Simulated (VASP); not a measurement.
Runs of VASP 6.6.1 on BeTe. The structure is that of space group F-43m (No. 216), or close to it. The cells are those of the table. 

| task | cell | cutoff (eV) | gap on the mesh (eV) | pressure (GPa) |
| --- | --- | --- | --- | --- |
| single point | a = 4.050 Å, angles 60.0, 60.0, 90.0°, 2 atoms | 520 | 2.45 | (a) |
| single point | a = 3.770 Å, angles 60.0, 60.0, 90.0°, 2 atoms | 520 | 1.86 | 15.3 |
| single point | a = 3.921 Å, angles 60.0, 60.0, 90.0°, 2 atoms | 520 | (b) | 4.2 |
| relaxation of cell and atoms | relaxed to -2 GPa from a = 4.000 Å, angles 60.0, 60.0, 90.0°, 2 atoms | 600 | 2.46 | -2.0 |
| single point | a = 3.830 Å, angles 60.0, 60.0, 90.0°, 2 atoms | 520 | 2.01 | 10.3 |
| single point | a = 3.873 Å, angles 60.0, 60.0, 90.0°, 2 atoms | 520 | 2.11 | 7.2 |
| single point | a = 3.958 Å, angles 60.0, 60.0, 90.0°, 2 atoms | 520 | 2.29 | 2.2 |

Alike in all rows: level r2SCAN; potentials or basis VASP PAW PBE potentials, release 64 (Be, Te); no spin polarisation; k mesh 8 × 8 × 8; smearing gaussian 0.01 eV.

**Question.** Fill in the values left out.

**Answer.** (a) -1.9; (b) 2.22.

Caveats: the PAW data sets were made with another functional, which shifts forces and pressure a little; spin-orbit coupling is left out, which moves the levels of the heavy elements; the cell is relaxed towards a set pressure, so the enthalpy falls and the energy may rise (some runs).

A k mesh can miss the band edges, and the runs leave out spin-orbit coupling on Te.
